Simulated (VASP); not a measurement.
# BAs (F-43m) in VASP: further runs

BAs is run at these levels: PBE; tasks: vibrations by perturbation theory.

All numbers are computed with VASP 6.6.1; they aren't measurements. Logs are shortened: lines on timing, memory, paths and dates and some standing lists are left out, and cuts for length are marked.

## 1. The cell of the first run

The structure is cubic, space group F-43m (No. 216). The conventional cell has a = 4.524 Å, b = 4.524 Å, c = 4.524 Å, α = 90.00°, β = 90.00°, γ = 90.00°. Within 2.6 Å of B (site symmetry -43m) lie 4 As at 1.96 Å. Within 2.6 Å of As (site symmetry -43m) lie 4 B at 1.96 Å.

## 2. Vibrations by perturbation theory, PBE

File INCAR:

```
ALGO     = Normal         # electronic algorithm
EDIFF    = 1E-8           # SCF threshold, eV
ENCUT    = 520            # plane-wave cutoff, eV
GGA      = PE             # functional
IBRION   = 8              # ionic algorithm
ISIF     = 2              # what is computed and relaxed
ISMEAR   = 0              # smearing method
LASPH    = T              # aspherical terms in the spheres
LCHARG   = T              # write CHGCAR
LEPSILON = T              # dielectric tensor by DFPT
LREAL    = F              # projectors in reciprocal space
LWAVE    = F              # write WAVECAR
NBANDS   = 11             # bands
NELM     = 60             # most SCF steps
NSW      = 1              # ionic steps
PREC     = Accurate       # precision mode
SIGMA    = 0.01           # smearing width, eV
```

File KPOINTS:

```
k-points
0
Gamma
  10 10 10
```

File POSCAR:

```
BAs
1.0
    0.0000000000      2.2619536759      2.2619536759
    2.2619536759      0.0000000000      2.2619536759
    2.2619536759      2.2619536759      0.0000000000
B As
1 1
Direct
    0.0000000000      0.0000000000      0.0000000000
    0.7500000000      0.7500000000      0.7500000000
```

Potentials or basis: VASP PAW PBE potentials, release 64 (B, As).

The run is started by

```
cat potpaw_PBE.64/B/POTCAR potpaw_PBE.64/As/POTCAR > POTCAR
mpirun -np 1 vasp_std > vasp.out
```

OUTCAR:

```text
EDIFF = 1E-8
   ENCUT = 520
   GGA = PE
   IBRION = 8
   ISIF = 2
   ISMEAR = 0
   LASPH = T
   LEPSILON = T
   LREAL = F
   NELM = 60
   NSW = 1
   PREC = Accurate

 ion  position               nearest neighbor table
   1  0.000  0.000  0.000-   2 1.96   2 1.96   2 1.96   2 1.96
   2  0.750  0.750  0.750-   1 1.96   1 1.96   1 1.96   1 1.96

  LATTYP: Found a face centered cubic cell.
 ALAT       =     4.5239073518

  Lattice vectors:

 A1 = (   0.0000000000,   2.2619536759,   2.2619536759)
 A2 = (   2.2619536759,   0.0000000000,   2.2619536759)
 A3 = (   2.2619536759,   2.2619536759,   0.0000000000)

Analysis of symmetry for initial positions (statically):
=====================================================================
 Subroutine PRICEL returns:
 Original cell was already a primitive cell.

 Routine SETGRP: Setting up the symmetry group for a
 face centered cubic supercell.

 Subroutine GETGRP returns: Found 24 space group operations
 (whereof 24 operations were pure point group operations)
 out of a pool of 48 trial point group operations.

The static configuration has the point symmetry T_d .

Analysis of symmetry for dynamics (positions and initial velocities):
=====================================================================
 Subroutine PRICEL returns:
 Original cell was already a primitive cell.

 Routine SETGRP: Setting up the symmetry group for a
 face centered cubic supercell.

 Subroutine GETGRP returns: Found 24 space group operations
 (whereof 24 operations were pure point group operations)
 out of a pool of 48 trial point group operations.

The dynamic configuration has the point symmetry T_d .

 Subroutine INISYM returns: Found 24 space group operations
 (whereof 24 operations are pure point group operations),
 and found     1 'primitive' translations

----------------------------------------------------------------------------------------

                                     Primitive cell

  volume of cell :      23.1463

  direct lattice vectors                    reciprocal lattice vectors
     0.000000000  2.261953676  2.261953676    -0.221047851  0.221047851  0.221047851
     2.261953676  0.000000000  2.261953676     0.221047851 -0.221047851  0.221047851
     2.261953676  2.261953676  0.000000000     0.221047851  0.221047851 -0.221047851

  length of vectors
     3.198885566  3.198885566  3.198885566     0.382866110  0.382866110  0.382866110

  position of ions in fractional coordinates (direct lattice)
     0.000000000  0.000000000  0.000000000
     0.750000000  0.750000000  0.750000000

  ion indices of the primitive-cell ions
   primitive index   ion index
                 1           1
                 2           2

----------------------------------------------------------------------------------------

 KPOINTS: k-points

Automatic generation of k-mesh.
 Grid dimensions read from file:
 generate k-points for:   10   10   10

 Generating k-lattice:

[... 483 lines left out ...]
 ------------------------------------------------------

 Free energy of the ion-electron system (eV)
  ---------------------------------------------------
  ---------------------------------------------------
  free energy    TOTEN  =        -0.57172285 eV

  energy without entropy =       -0.57172285

------------------------ aborting loop because EDIFF is reached ----------------------------------------

--------------------------------------- Ionic step        2  -------------------------------------------

------------------------ aborting loop because EDIFF is reached ----------------------------------------

--------------------------------------- Ionic step        3  -------------------------------------------

------------------------ aborting loop because EDIFF is reached ----------------------------------------

 PIEZOELECTRIC TENSOR FIELD DIRECTION 3  (e Angst)
 -----------------------------------------------------------------------------
    -0.00053 -0.46737  0.00000           ( -0.00000 -0.09783  0.00000)
    -0.46737 -0.00053  0.00000           ( -0.09783 -0.00000  0.00000)
     0.00000  0.00000  0.00019           (  0.00000  0.00000 -0.00000)

 PIEZOELECTRIC TENSOR FIELD DIRECTION 3  (C/m^2)
 -----------------------------------------------------------------------------
    -0.00037 -0.32351  0.00000
    -0.32351 -0.00037  0.00000
     0.00000  0.00000  0.00013

--------------------------------------- Ionic step        4  -------------------------------------------

------------------------ aborting loop because EDIFF is reached ----------------------------------------

[... ionic steps 5 to 6 ...]

--------------------------------------- Ionic step        7  -------------------------------------------

 Free energy of the ion-electron system (eV)
  ---------------------------------------------------
  ---------------------------------------------------
  free energy    TOTEN  =        -0.03563448 eV

  energy without entropy =       -0.03563448

------------------------ aborting loop because EDIFF is reached ----------------------------------------

 INTERNAL STRAIN TENSOR  FOR ION    2  DIRECTION 1   (eV/Angst):
 -----------------------------------------------------------------------------
    -0.00986  0.00000  0.00000
     0.00000  0.00722 15.38156
     0.00000 15.38156  0.00722

 MACROSCOPIC STATIC DIELECTRIC TENSOR (including local field effects in DFT)
 ------------------------------------------------------
           9.375217     0.000000    -0.000000
          -0.000000     9.375217     0.000000
          -0.000000    -0.000000     9.375217
 ------------------------------------------------------

 PIEZOELECTRIC TENSOR (including local field effects)  for field in x, y, z        (e  Angst)
          XX          YY          ZZ          XY          YZ          ZX
  --------------------------------------------------------------------------------
  x     0.00000    -0.00000    -0.00000     0.00000    -0.46270     0.00000
  y     0.00000    -0.00000    -0.00000     0.00000     0.00000    -0.46270
  z    -0.00000    -0.00000     0.00000    -0.46270     0.00000     0.00000

 PIEZOELECTRIC TENSOR (including local field effects)  for field in x, y, z        (C/m^2)
          XX          YY          ZZ          XY          YZ          ZX
  --------------------------------------------------------------------------------
  x     0.00000    -0.00000    -0.00000     0.00000    -0.32028     0.00000
  y     0.00000    -0.00000    -0.00000     0.00000     0.00000    -0.32028
  z    -0.00000    -0.00000     0.00000    -0.32028     0.00000     0.00000

 BORN EFFECTIVE CHARGES (including local field effects) (in |e|, cummulative output)
 ---------------------------------------------------------------------------------
 ion    1
    1    -1.01366     0.00000    -0.00000
    2     0.00000    -1.01366     0.00000
    3     0.00000     0.00000    -1.01366
 ion    2
    1     1.01366    -0.00000     0.00000
    2    -0.00000     1.01366    -0.00000
    3     0.00000    -0.00000     1.01366

 INTERNAL STRAIN TENSOR FOR ION    2 for displacements in x,y,z  (eV/Angst):
          X           Y           Z          XY          YZ          ZX
  --------------------------------------------------------------------------------
  x    -0.00000     0.00000     0.00000     0.00000    15.38156     0.00000
  y     0.00000     0.00000     0.00000     0.00000     0.00000    15.38156
  z     0.00000     0.00000    -0.00000    15.38156     0.00000     0.00000

 SECOND DERIVATIVES (NOT SYMMETRIZED)
 ------------------------------------
               1X          1Y          1Z          2X          2Y          2Z
  1X   -23.261948    0.000000    0.000000   23.261948    0.000000    0.000000
  1Y     0.000000  -23.261948    0.000000    0.000000   23.261948    0.000000
  1Z     0.000000    0.000000  -23.261948    0.000000    0.000000   23.261948
  2X    23.258886    0.000000    0.000000  -23.258886    0.000000    0.000000
  2Y     0.000000   23.258886    0.000000    0.000000  -23.258886    0.000000
  2Z     0.000000    0.000000   23.258886    0.000000    0.000000  -23.258886

 Eigenvectors and eigenvalues of the dynamical matrix
 ----------------------------------------------------

   1 f  =   24.530509 THz   154.129734 2PiTHz  818.249705 cm-1   101.449988 meV
             X         Y         Z           dx          dy          dz
      0.000000  0.000000  0.000000     0.000000    0.934834    0.000000
      3.392931  3.392931  3.392931     0.000000   -0.355086    0.000000
[... 21 lines left out ...]
   6 f/i=    0.000536 THz     0.003368 2PiTHz    0.017879 cm-1     0.002217 meV
             X         Y         Z           dx          dy          dz
      0.000000  0.000000  0.000000     0.000000   -0.355086    0.000000
      3.392931  3.392931  3.392931     0.000000   -0.934834    0.000000

--------------------------------------------------------------------------------------------------------

 MACROSCOPIC STATIC DIELECTRIC TENSOR IONIC CONTRIBUTION
 ------------------------------------------------------
           0.345344    -0.000000     0.000000
          -0.000000     0.345344    -0.000000
           0.000000    -0.000000     0.345344
 ------------------------------------------------------

 ELASTIC MODULI CONTR FROM IONIC RELAXATION (kBar)
 Direction    XX          YY          ZZ          XY          YZ          ZX
 --------------------------------------------------------------------------------
 XX          -0.0000      0.0000      0.0000      0.0000      0.0000      0.0000
 YY           0.0000     -0.0000      0.0000      0.0000      0.0000     -0.0000
 ZZ           0.0000      0.0000     -0.0000      0.0000      0.0000      0.0000
 XY           0.0000      0.0000      0.0000   -724.3965      0.0000      0.0000
 YZ           0.0000      0.0000      0.0000      0.0000   -724.3965      0.0000
 ZX           0.0000     -0.0000      0.0000      0.0000      0.0000   -724.3965
 --------------------------------------------------------------------------------

 PIEZOELECTRIC TENSOR IONIC CONTR  for field in x, y, z        (C/m^2)
          XX          YY          ZZ          XY          YZ          ZX
  --------------------------------------------------------------------------------
  x    -0.00000    -0.00000    -0.00000     0.00000     0.47064    -0.00000
  y     0.00000     0.00000     0.00000    -0.00000    -0.00000     0.47064
  z     0.00000    -0.00000    -0.00000     0.47064     0.00000    -0.00000
```

Wall time 4.4 min (1 thread of Intel Xeon 8259CL, shared host); peak memory 0.24 GiB.

What came out:

* Electronic dielectric tensor (diagonal): 9.38
* Born charges (mean of the diagonal): B -1.01; As +1.01 e
* Highest phonon frequency at Γ, LO-TO splitting left out: 818 cm⁻¹

Phonon frequencies in cm⁻¹ (negative: imaginary):
```
              q point        frequencies
(0.000, 0.000, 0.000)  0 0 0 818 818 818
```

Electronic dielectric tensor:
```
9.38 0.00 0.00
0.00 9.38 0.00
0.00 0.00 9.38
```

Born effective charge tensors (e):
atom 1, B
```
-1.01  0.00  0.00
 0.00 -1.01  0.00
 0.00  0.00 -1.01
```
atom 2, As
```
1.01 0.00 0.00
0.00 1.01 0.00
0.00 0.00 1.01
```

Caveat: the cell stands under pressure or tension, which shifts response properties.

[end of part 1 of 2]
